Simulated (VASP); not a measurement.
Zr, 3 atoms in the cell. It takes space group P6/mmm (No. 191, hexagonal). Conventional cell: a = 4.056 Å, b = 4.056 Å, c = 2.313 Å, α = 90.00°, β = 90.00°, γ = 120.00°. Zr (site symmetry 6/mmm) has 14 Zr at 2.31 to 2.61 Å within 3.1 Å. Within 3.1 Å of Zr (site symmetry -6m2) lie 11 Zr at 2.31 to 2.61 Å. This isn't the form of Zr at room conditions, which is hcp.

| Quantity | Value |
| --- | --- |
| Program | VASP 6.6.1 |
| Task | relaxation of cell and atoms |
| Functional | PBEsol |
| Potentials or basis | VASP PAW PBE potentials, release 64 (Zr_sv) |
| Cutoff | 600 eV |
| k mesh | 9 × 9 × 13 |
| Occupations | fermi-dirac, width 0.08 eV |
| Spin | no spin polarisation |
| Target pressure | 220 GPa |
| Dipole correction | no |
| Further INCAR settings | ALGO = Normal; EDIFF = 1e-06; IBRION = 2; EDIFFG = -0.005; NSW = 32; ISIF = 3 |

Potentials or basis: VASP PAW PBE potentials, release 64 (Zr_sv).

Launch:

```sh
$ cat potpaw_PBE.64/Zr_sv/POTCAR > POTCAR
$ mpirun -np 1 vasp_std > vasp.out
```

Hardware: 1 thread of Intel Xeon 8259CL, on a shared host.

Q: Estimate the wall time of this run.

A: Run time: 5.2 min on 1 thread of Intel Xeon 8259CL, on a shared host, peak memory 0.2 GiB. Counts: scf iterations 45, k points 84, ion steps 6.
